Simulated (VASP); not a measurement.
# B5Pt (P6/mmm) in VASP: notebook

Runs on B5Pt. Level: PBE. Tasks: single point, relaxation of cell and atoms.

All numbers are computed with VASP 6.6.1; they aren't measurements. Logs are shortened: lines on timing, memory, paths and dates and some standing lists are left out, and cuts for length are marked.

## 1. The cell of the first run

Symmetry: P6/mmm, No. 191, hexagonal system. Conventional cell: a = 2.923 Å, b = 2.923 Å, c = 6.636 Å, α = 90.00°, β = 90.00°, γ = 120.00°. Within 2.2 Å of B (site symmetry 3m) lie 6 B at 1.69 to 2.14 Å. Within 2.8 Å of B (site symmetry 6/mmm) lie 12 B at 2.14 Å. Within 3.4 Å of Pt (site symmetry 6/mmm) lie 14 B at 2.61 to 3.32 Å and 6 Pt at 2.92 Å.

The cell was built from a structure type or drawn by symmetry, and may not be a known phase.

## 2. Single point, PBE

Input file INCAR:

```
SYSTEM = B5Pt
PREC     = Accurate       ! precision mode
ENCUT    = 520            ! plane-wave cutoff, eV
EDIFF    = 1E-7           ! SCF threshold, eV
ISMEAR   = 0              ! smearing method
SIGMA    = 0.1            ! smearing width, eV
LREAL    = .FALSE.        ! projectors in reciprocal space
LASPH    = .TRUE.         ! aspherical terms in the spheres
NELM     = 60             ! most SCF steps
ALGO     = Normal         ! electronic algorithm
ISIF     = 2              ! what is computed and relaxed
LWAVE    = .FALSE.        ! write WAVECAR
LCHARG   = .FALSE.        ! write CHGCAR
GGA      = PE             ! functional
NBANDS   = 22             ! bands
```

Input file KPOINTS:

```
regular mesh
0
G
  6 6 4
  0 0 0
```

Input file POSCAR:

```
B5Pt
1.0
    2.9226021964      0.0000000000      0.0000000000
   -1.4613010982      2.5310477472      0.0000000000
    0.0000000000      0.0000000000      6.6359790006
B Pt
5 1
Direct
    0.3333333333      0.6666666667      0.8008295701
    0.3333333333      0.6666666667      0.1991704299
    0.6666666667      0.3333333333      0.1991704299
    0.6666666667      0.3333333333      0.8008295701
    0.0000000000      0.0000000000      0.0000000000
    0.0000000000      0.0000000000      0.5000000000
```

Potentials or basis: VASP PAW PBE potentials, release 64 (B, Pt).

Command:

```console
$ cat potpaw_PBE.64/B/POTCAR potpaw_PBE.64/Pt/POTCAR > POTCAR
$ mpirun -np 1 vasp_std > vasp.out
```

OUTCAR:

```text
SYSTEM = B5Pt
   PREC = Accurate
   ENCUT = 520
   EDIFF = 1E-7
   ISMEAR = 0
   LREAL = .FALSE.
   LASPH = .TRUE.
   NELM = 60
   ISIF = 2
   GGA = PE

 ion  position               nearest neighbor table
   1  0.333  0.667  0.801-   4 1.69   4 1.69   4 1.69   5 2.14   5 2.14   5 2.14   6 2.61   6 2.61
                             6 2.61
   2  0.333  0.667  0.199-   3 1.69   3 1.69   3 1.69   5 2.14   5 2.14   5 2.14   6 2.61   6 2.61
                             6 2.61
   3  0.667  0.333  0.199-   2 1.69   2 1.69   2 1.69   5 2.14   5 2.14   5 2.14   6 2.61   6 2.61
                             6 2.61
   4  0.667  0.333  0.801-   1 1.69   1 1.69   1 1.69   5 2.14   5 2.14   5 2.14   6 2.61   6 2.61
                             6 2.61
   5  0.000  0.000  0.000-   1 2.14   2 2.14   3 2.14   4 2.14   1 2.14   2 2.14   3 2.14   4 2.14
                             3 2.14   4 2.14   1 2.14   2 2.14
   6  0.000  0.000  0.500-   1 2.61   2 2.61   3 2.61   4 2.61   1 2.61   2 2.61   3 2.61   4 2.61
                             3 2.61   4 2.61   1 2.61   2 2.61

  LATTYP: Found a hexagonal cell.
 ALAT       =     2.9226021964
 C/A-ratio  =     2.2705720980

  Lattice vectors:

 A1 = (   2.9226021964,   0.0000000000,   0.0000000000)
 A2 = (  -1.4613010982,   2.5310477472,   0.0000000000)
 A3 = (   0.0000000000,   0.0000000000,   6.6359790006)

Analysis of symmetry for initial positions (statically):
=====================================================================
 Subroutine PRICEL returns:
 Original cell was already a primitive cell.

 Routine SETGRP: Setting up the symmetry group for a
 hexagonal supercell.

 Subroutine GETGRP returns: Found 24 space group operations
 (whereof 24 operations were pure point group operations)
 out of a pool of 24 trial point group operations.

The static configuration has the point symmetry D_6h.

Analysis of symmetry for dynamics (positions and initial velocities):
=====================================================================
 Subroutine PRICEL returns:
 Original cell was already a primitive cell.

 Routine SETGRP: Setting up the symmetry group for a
 hexagonal supercell.

 Subroutine GETGRP returns: Found 24 space group operations
 (whereof 24 operations were pure point group operations)
 out of a pool of 24 trial point group operations.

The dynamic configuration has the point symmetry D_6h.

 Subroutine INISYM returns: Found 24 space group operations
 (whereof 24 operations are pure point group operations),
 and found     1 'primitive' translations

[... 100 lines left out ...]
   EDIFFG = 0.1E-05   stopping-criterion for IOM
   NSW    =      0    number of steps for IOM
   IBRION =     -1    ionic relax: 0-MD 1-quasi-New 2-CG
   NFREE  =      0    steps in history (QN), initial steepest desc. (CG)
   ISIF   =      2    stress and relaxation
   ISYM   =      2    0-nonsym 1-usesym 2-fastsym
   POTIM  = 0.5000    time-step for ionic-motion
   TEBEG  =    0.0;   TEEND  =   0.0 temperature during run
   PSTRESS=    0.0 pullay stress
   NELECT =      25.0000    total number of electrons
   NUPDOWN=      -1.0000    fix difference up-down
   EMIN   =  10.00;   EMAX   =-10.00  energy-range for DOS
   EFERMI =   0.00;   METHOD = LEGACY
   ISMEAR =     0;   SIGMA  =   0.10  broadening in eV -4-tet -1-fermi 0-gaus
   EFERMI_NEDOS =   21; number of points for ismear=-14 and -15
   IALGO  =     38    algorithm
   IMIX   =      4    mixing-type and parameters
     AMIX     =   0.40;   BMIX     =  1.00
     AMIX_MAG =   1.60;   BMIX_MAG =  1.00
  volume/ion in A,a.u.               =       8.18        55.21
  Fermi-wavevector in a.u.,A,eV,Ry     =   1.307364  2.470560 23.255082  1.709200
  Thomas-Fermi vector in A             =   2.438103
   LORBIT       =      0    0 simple, 1 ext, 2 COOP (PROOUT), +10 PAW based schemes
   GGA     = PE    functional components
   LHFCALC =     F    Hartree Fock is set to
   AEXX    =    0.0000 exact exchange contribution
   IVDW    =     0    specifies the selected vdW correction
   LEPSILON=     F    determine dielectric tensor
   LRPA    =     F    only Hartree local field effects (RPA)
 non-spin polarized calculation
 Gauss-broadening in eV      SIGMA  =   0.10
  energy-cutoff  :      520.00
  volume of cell :       49.09
 maximum number of plane-waves:      1356
 NGX is ok and might be reduce to    24
   NGX = 11   NGY = 11   NGZ = 25

 number of electron      25.0000001 magnetization

 Free energy of the ion-electron system (eV)
  ---------------------------------------------------
  ext. energy  EPLUGINS =         0.00000000
  ---------------------------------------------------
  free energy    TOTEN  =       -35.37282584 eV

  energy without entropy =      -35.36045368  energy(sigma->0) =      -35.36663976

 E-fermi :   8.9814     XC(G=0): -12.6126

 val. band max:        8.8844011337   @ k =   0.0000   0.0000   0.0000
 cond. band min:       8.9955257993   @ k =   0.3333   0.3333   0.2500
 fundamental gap:      0.1111246656
 Fermi energy:         8.9813515504

 k-point     1 :       0.0000    0.0000    0.0000
  band No.  band energies     occupation
      1      -7.0823      2.00000
      2      -4.0504      2.00000
      3      -1.4493      2.00000
      4       3.4818      2.00000
      5       4.8309      2.00000
      6       5.1454      2.00000
[... 514 lines left out ...]
     21      19.2573      0.00000
     22      19.4334      0.00000

------------------------ aborting loop because EDIFF is reached ----------------------------------------

  FORCE on cell =-STRESS in cart. coord.  units (eV):
  Direction    XX          YY          ZZ          XY          YZ          ZX
  --------------------------------------------------------------------------------------
  -------------------------------------------------------------------------------------
  Total       -0.0359783     -0.0359783     -0.0276897      0.0000000      0.0000000      0.0000000
  in kB       -1.1742918     -1.1742918     -0.9037620      0.0000000      0.0000000      0.0000000
  external PRESSURE =      -1.0841152 kB  Pullay stress =       0.0000000 kB

 VOLUME and BASIS-vectors are now :
 -----------------------------------------------------------------------------
  energy-cutoff  :      520.00
  volume of cell :       49.09
      direct lattice vectors                 reciprocal lattice vectors
     2.922602196  0.000000000  0.000000000     0.342160832  0.197546649  0.000000000
    -1.461301098  2.531047747  0.000000000     0.000000000  0.395093297  0.000000000
     0.000000000  0.000000000  6.635979001     0.000000000  0.000000000  0.150693666

 POSITION                                       TOTAL-FORCE (eV/Angst)
 -----------------------------------------------------------------------------------
     -0.00000      1.68737      5.31429        -0.000000      0.000000     -0.006484
     -0.00000      1.68737      1.32169        -0.000000      0.000000      0.006484
      1.46130      0.84368      1.32169         0.000000     -0.000000      0.006484
      1.46130      0.84368      5.31429         0.000000     -0.000000     -0.006484
      0.00000      0.00000      0.00000         0.000000      0.000000     -0.000000
      0.00000      0.00000      3.31799         0.000000      0.000000     -0.000000
 -----------------------------------------------------------------------------------
    total drift:                                0.000000      0.000000     -0.000000

  FREE ENERGIE OF THE ION-ELECTRON SYSTEM (eV)
  ---------------------------------------------------
  free  energy   TOTEN  =       -35.3728258449 eV

  energy  without entropy=      -35.3604536820  energy(sigma->0) =      -35.36663976
```

stdout:

```text
POSCAR found type information on POSCAR B Pt
 POSCAR found :  2 types and       6 ions
 scaLAPACK will be used
 LDA part: xc-table for (Slater+PW92), standard interpolation
 POSCAR, INCAR and KPOINTS ok, starting setup
 FFT: planning ... GRIDC
 FFT: planning ... GRID_SOFT
 FFT: planning ... GRID
 WAVECAR not read
 entering main loop
```

Wall time 32 s (1 thread of Intel Xeon 8259CL, shared host); peak memory 0.18 GiB.

What came out:

```
Free energy            : -35.3728 eV
Pressure               : -0.1 GPa
Largest force          : 0.006 eV/Å
Band gap on the k mesh : zero (an odd number of electrons rules out a gap without spin polarisation)
```

Forces on the atoms (eV/Å):
```
B    0.000  0.000 -0.006
B    0.000  0.000  0.006
B    0.000  0.000  0.006
B    0.000  0.000 -0.006
B    0.000  0.000  0.000
Pt   0.000  0.000  0.000
```

Caveat: the k points lie up to 0.41 Å⁻¹ apart, too coarse for converged energies and pressures of a metal; spin-orbit coupling is left out, which moves the levels of the heavy elements.

## 3. Single point, PBE

This run uses another cell than the first one, of 11.25 Å³/atom.

Input file INCAR:

```
SYSTEM = B5Pt
PREC = Accurate ; ENCUT = 520
EDIFF = 1E-6 ; ISMEAR = 0
SIGMA = 0.1 ; LREAL = .False.
LASPH = .True. ; NELM = 100
ALGO = Normal ; ISIF = 2
LWAVE = .False. ; LCHARG = .False.
GGA = PE ; NBANDS = 22
```

Input file KPOINTS:

```
Automatic mesh
0
Gamma
  6 6 4
  0 0 0
```

Input file POSCAR:

```
B5Pt
1.0
    3.4194158600      0.0000000000      0.0000000000
   -1.7097079300      2.9613010000      0.0000000000
    0.0000000000      0.0000000000      6.6669307300
B Pt
5 1
Direct
    0.3333333300      0.6666666700      0.7407638100
    0.3333333300      0.6666666700      0.2592361900
    0.6666666700      0.3333333300      0.2592361900
    0.6666666700      0.3333333300      0.7407638100
    0.0000000000      0.0000000000      0.0000000000
    0.0000000000      0.0000000000      0.5000000000
```

Potentials or basis: VASP PAW PBE potentials, release 64 (B, Pt).

Command:

```console
$ cat potpaw_PBE.64/B/POTCAR potpaw_PBE.64/Pt/POTCAR > POTCAR
$ mpirun -np 1 vasp_std > vasp.out
```

It took 38 s on 1 thread of Intel Xeon 8259CL, shared host; peak memory 0.2 GiB.

Results (log left out):

```yaml
Free_energy: -31.8575 eV
Pressure: -32.6 GPa
Largest_force: 0.076 eV/Å
Band_gap_on_the_k_mesh: zero (an odd number of electrons rules out a gap without spin polarisation)
```

Forces in eV/Å, atoms in the order of the input:
```
B    0.000  0.000  0.076
B    0.000  0.000 -0.076
B    0.000  0.000 -0.076
B    0.000  0.000  0.076
B    0.000  0.000  0.000
Pt   0.000  0.000  0.000
```

Stress tensor (GPa, compression positive):
```
-42.68   0.00   0.00
  0.00 -42.68   0.00
  0.00   0.00 -12.35
```

Levels at points of the mesh, in eV from the Fermi level:
| k point | band 10 | band 11 | band 12 | band 13 | band 14 | band 15 |
| --- | --- | --- | --- | --- | --- | --- |
| (0.00, 0.00, 0.00) | -0.19 | -0.19 | 0.99 | 0.99 | 1.47 | 2.09 |
| (0.50, 0.00, 0.00) | -1.91 | -1.91 | -1.19 | 0.78 | 1.18 | 1.42 |
| (0.00, 0.00, 0.50) | -0.35 | -0.35 | 1.19 | 1.19 | 2.58 | 2.58 |
| (0.50, 0.00, 0.50) | -1.91 | -1.49 | -1.01 | -0.17 | 0.99 | 1.73 |

Caveat: the cell stands under tension; spin-orbit coupling is left out, which moves the levels of the heavy elements.

## 4. Single point, PBE

Input file INCAR:

```
PREC = Accurate
ENCUT = 520
EDIFF = 1E-7
ISMEAR = 0
SIGMA = 0.1
LREAL = F
LASPH = T
NELM = 80
ALGO = Normal
ISIF = 2
LWAVE = F
LCHARG = F
GGA = PE
NBANDS = 22
```

Input file KPOINTS:

```
Automatic mesh
0
Gamma
  12 12 6
```

Input file POSCAR:

```
B5Pt
1.0
    2.9247353091      0.0000000000      0.0000000000
   -1.4623676545      2.5328950770      0.0000000000
    0.0000000000      0.0000000000      6.6317705966
B Pt
5 1
Direct
    0.3333333333      0.6666666667      0.8001790782
    0.3333333333      0.6666666667      0.1998209218
    0.6666666667      0.3333333333      0.1998209218
    0.6666666667      0.3333333333      0.8001790782
    0.0000000000      0.0000000000      0.0000000000
    0.0000000000      0.0000000000      0.5000000000
```

Command:

```console
$ cat potpaw_PBE.64/B/POTCAR potpaw_PBE.64/Pt/POTCAR > POTCAR
$ mpirun -np 1 vasp_std > vasp.out
```

Wall time 90 s (1 thread of Intel Xeon 8259CL, shared host); peak memory 0.22 GiB.

The run converged. Its results:

```yaml
Free_energy: -35.3938 eV
Pressure: -0.1 GPa
Largest_force: 0.004 eV/Å
Band_gap_on_the_k_mesh: zero (an odd number of electrons rules out a gap without spin polarisation)
```

Forces in eV/Å, atoms in the order of the input:
```
B    0.000  0.000 -0.004
B    0.000  0.000  0.004
B    0.000  0.000  0.004
B    0.000  0.000 -0.004
B    0.000  0.000  0.000
Pt   0.000  0.000  0.000
```

Stress tensor (GPa, compression positive):
```
-0.05  0.00  0.00
 0.00 -0.05  0.00
 0.00  0.00 -0.18
```

Levels at points of the mesh, in eV from the Fermi level:
```tsv
k point	band 8	band 9	band 10	band 11	band 12	band 13	band 14	band 15	band 16	band 17
(0.00, 0.00, 0.00)	-2.11	-2.11	-0.24	-0.24	0.07	0.07	1.26	1.26	2.56	7.68
(0.50, 0.00, 0.00)	-4.17	-3.59	-3.48	-0.64	-0.52	0.61	1.47	2.31	4.10	4.38
(0.00, 0.00, 0.50)	-2.15	-2.15	-0.63	-0.63	0.48	0.48	1.47	1.47	4.84	6.76
(0.50, 0.00, 0.50)	-2.83	-2.07	-1.90	-1.89	-1.08	-0.52	0.86	2.24	2.29	4.80
```

Caveat: spin-orbit coupling is left out, which moves the levels of the heavy elements.

## 5. Relaxation of cell and atoms, PBE

This run uses another cell than the first one, of 11.25 Å³/atom.

Input file INCAR:

```
ALGO = Normal ; EDIFF = 1E-6
EDIFFG = -0.04 ; ENCUT = 600
GGA = PE ; IBRION = 2
ISIF = 3 ; ISMEAR = 0
LASPH = T ; LCHARG = F
LREAL = F ; LWAVE = F
NELM = 100 ; NSW = 90
PREC = Accurate ; SIGMA = 0.1
```

Input file KPOINTS:

```
k-points
0
Gamma
  6 6 4
```

Input file POSCAR:

```
B5Pt
1.0
    3.4194158600      0.0000000000      0.0000000000
   -1.7097079300      2.9613010000      0.0000000000
    0.0000000000      0.0000000000      6.6669307300
B Pt
5 1
Direct
    0.3333333300      0.6666666700      0.7407638100
    0.3333333300      0.6666666700      0.2592361900
    0.6666666700      0.3333333300      0.2592361900
    0.6666666700      0.3333333300      0.7407638100
    0.0000000000      0.0000000000      0.0000000000
    0.0000000000      0.0000000000      0.5000000000
```

Command:

```console
$ cat potpaw_PBE.64/B/POTCAR potpaw_PBE.64/Pt/POTCAR > POTCAR
$ mpirun -np 1 vasp_std > vasp.out
```

Run time: 6.1 min. Hardware: 1 thread of Intel Xeon 8259CL, shared host; peak memory 0.22 GiB.

Results (log left out):

```
Free energy                           : -35.3808 eV
Relaxed volume                        : 8.17 Å³/atom
Relaxed cell                          : a = 2.921 Å, b = 2.921 Å, c = 6.635 Å, α = 90.00°, β = 90.00°, γ = 120.00°
Space group after relaxing (to 0.1 Å) : P6/mmm (No. 191)
Energy gained by relaxing             : 586.9 meV/atom
Ionic steps                           : 12
Pressure after relaxing               : 0.3 GPa
Largest force after relaxing          : 0.033 eV/Å
Band gap on the k mesh                : zero (an odd number of electrons rules out a gap without spin polarisation)
```

Forces on the atoms (eV/Å):
```
B    0.000  0.000  0.033
B    0.000  0.000 -0.033
B    0.000  0.000 -0.033
B    0.000  0.000  0.033
B    0.000  0.000  0.000
Pt   0.000  0.000  0.000
```

Stress tensor (GPa, compression positive):
```
 0.67  0.00  0.00
 0.00  0.67  0.00
 0.00  0.00 -0.34
```

The path:
```csv
step,energy change (eV),largest force (eV/Å),pressure (GPa),volume (Å³)
1,0.0000,0.0760,-32.57,67.51
2,-1.6083,2.4470,34.95,47.33
3,-2.2185,1.4700,1.28,52.98
4,-2.5784,1.1354,0.30,52.21
5,-3.1681,0.8469,0.87,50.27
6,-2.6174,0.5820,29.22,46.21
7,-3.3328,0.6370,3.22,49.29
8,-3.4511,0.3919,-6.06,50.15
9,-3.5120,0.0555,-3.45,49.86
10,-3.5140,0.0933,2.48,48.46
11,-3.5210,0.0203,-0.39,49.11
12,-3.5212,0.0334,0.33,49.02
```

Final structure:
```xyz
6
Lattice="2.9209 0.0000 0.0000 -1.4604 2.5295 0.0000 0.0000 0.0000 6.6346" Properties=species:S:1:pos:R:3 pbc="T T T"
B     0.0000    1.6864    5.3091
B     0.0000    1.6864    1.3254
B     1.4604    0.8432    1.3254
B     1.4604    0.8432    5.3091
B     1.4604    2.5295    6.6346
Pt    2.9209    0.0000    3.3173
```

Levels at points of the mesh, in eV from the Fermi level:
```csv
k point,band 10,band 11,band 12,band 13,band 14,band 15,band 16
"(0.00, 0.00, 0.00)",-0.40,-0.40,-0.09,-0.09,1.08,1.08,2.35
"(0.50, 0.00, 0.00)",-3.70,-0.84,-0.75,0.41,1.28,2.14,3.90
"(0.00, 0.00, 0.50)",-0.79,-0.79,0.31,0.31,1.29,1.29,6.65
"(0.50, 0.00, 0.50)",-2.11,-2.11,-1.28,-0.75,0.65,2.08,2.09
```

Caveat: the volume moved by over 15 % at a fixed basis, so the end points are rough; spin-orbit coupling is left out, which moves the levels of the heavy elements.

[end of part 1 of 2]
